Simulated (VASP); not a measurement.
P2Se2O:

```
P Se O
1.0
     4.72733    0.00000    0.00000
    -2.36367    4.09399    0.00000
     0.00000    0.00000    5.69206
P Se O
2 2 1
Direct
  0.00000 0.00000 0.21319
  0.00000 0.00000 0.78681
  0.33333 0.66667 0.00000
  0.66667 0.33333 0.00000
  0.00000 0.00000 0.50000
```

The cell was built from a structure type or drawn by symmetry, and may not be a known phase.

```yaml
Program: VASP 6.6.1
Task: relaxation of cell and atoms
Functional: PBE
Dispersion: D3(BJ)
Potentials_or_basis: VASP PAW PBE potentials, release 64 (P, Se, O)
Cutoff: 600 eV
k_mesh: 12 × 12 × 8
Occupations: gaussian, width 0.1 eV
Spin: no spin polarisation
```

At the start: pressure 0.2 GPa; volume 22.03 Å³/atom.

Where does the relaxation end?

Over 11 steps the energy falls by 5.6 meV/atom and the volume is 22.24 Å³/atom (+0.9 %); space group P6/mmm (No. 191, to 0.1 Å) before and after.

The path:
| step | energy change (eV) | largest force (eV/Å) | pressure (GPa) | volume (Å³) |
| --- | --- | --- | --- | --- |
| 1 | 0.0000 | 0.2353 | 0.17 | 110.16 |
| 2 | -0.0097 | 0.6041 | 1.03 | 110.52 |
| 3 | -0.0136 | 0.2881 | 0.69 | 110.40 |
| 4 | -0.0224 | 0.1570 | -0.17 | 111.95 |
| 5 | -0.0229 | 0.1137 | -0.44 | 112.47 |
| 6 | -0.0265 | 0.0939 | -0.27 | 112.02 |
| 7 | -0.0278 | 0.0575 | -0.08 | 111.57 |
| 8 | -0.0278 | 0.1036 | -0.15 | 111.31 |
| 9 | -0.0280 | 0.0261 | -0.12 | 111.44 |
| 10 | -0.0281 | 0.0016 | 0.08 | 111.08 |
| 11 | -0.0282 | 0.0071 | 0.02 | 111.19 |

Final structure:
```
CELL_PARAMETERS angstrom
4.80681 0.00000 0.00000
-2.40341 4.16282 0.00000
0.00000 0.00000 5.55663
ATOMIC_POSITIONS crystal
P 0.00000 0.00000 0.20898
P 0.00000 0.00000 0.79102
Se 0.33333 0.66667 0.00000
Se 0.66667 0.33333 0.00000
O 0.00000 0.00000 0.50000
```
